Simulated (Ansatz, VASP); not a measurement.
**Two plane-wave programs on Ti**

Contents of POSCAR:

```
Ti
1.0
    2.9499978604      0.0000000000      0.0000000000
   -1.4749989302      2.5547730882      0.0000000000
    0.0000000000      0.0000000000      4.6860000000
Ti
2
Direct
    0.3333333333      0.6666666667      0.2500000000
    0.6666666667      0.3333333333      0.7500000000
```

File INCAR.step1:

```
SYSTEM = Ti
  PREC = Accurate
  ENCUT = 520
  ISMEAR = -1
  SIGMA = 0.02
  LREAL = .False.
  LASPH = .True.
  NELM = 60
  NBANDS = 19
  GGA = PE
  ALGO = Normal
  EDIFF = 1E-4
  LWAVE = .True.
  LCHARG = .False.
```

Contents of INCAR.step2:

```
SYSTEM = Ti
  PREC = Accurate
  ENCUT = 520
  EDIFF = 1E-6
  ISMEAR = -1
  SIGMA = 0.02
  LREAL = .False.
  LASPH = .True.
  NELM = 60
  ALGO = Normal
  ISIF = 2
  LWAVE = .False.
  LCHARG = .False.
  METAGGA = R2SCAN
  LMIXTAU = .True.
  NBANDS = 19
  ISTART = 1
```

Contents of KPOINTS:

```
Automatic mesh
0
Gamma
  18 18 10
  0 0 0
```

Input for Ansatz:

```yaml
crystal:
  lattice:
    - [2.9499978604, 0.0, 0.0]
    - [-1.4749989302, 2.5547730882, 0.0]
    - [0.0, 0.0, 4.686]
  atoms:
    - { symbol: Ti, position: [0.3333333333, 0.6666666667, 0.25] }
    - { symbol: Ti, position: [0.6666666667, 0.3333333333, 0.75] }
basis:
  ecutwfc: 500
kpoints:
  mp_grid: { grid: [18, 18, 10] }
hamiltonian:
  xc: r2scan
scf:
  occupations: { method: fermi_dirac, width: 0.02 }
output:
  forces: true
  stress: true
  eigenvalues: true
```

Alike in both runs: task single point; functional r2SCAN; k mesh 18 × 18 × 10; occupations fermi-dirac, width 0.02 eV; no spin polarisation.

|  | VASP | Ansatz |
| --- | --- | --- |
| version | VASP 6.6.1 | Ansatz 0.2.0 |
| potentials or method | VASP PAW PBE potentials, release 64 (Ti_sv), cutoff 520 eV | scalar-relativistic, plane waves, PAW |
| valence electrons in the cell | 24 | 24 |

Ansatz gave:

| Property | Result |
| --- | --- |
| gap on the k mesh at the Fermi level (eV) | none |
| pressure (GPa) | -2.3 |
| traceless stress, the component that is largest in VASP (GPa) | -0.34 |

Which values does VASP return?

gap on the k mesh at the Fermi level (eV): none; pressure (GPa): -1.9; traceless stress, the component that is largest in VASP (GPa): -0.33.

VASP's potentials were made for PBE, not for r2SCAN. A gap of «none» marks a metal or a gap that the smearing closes.
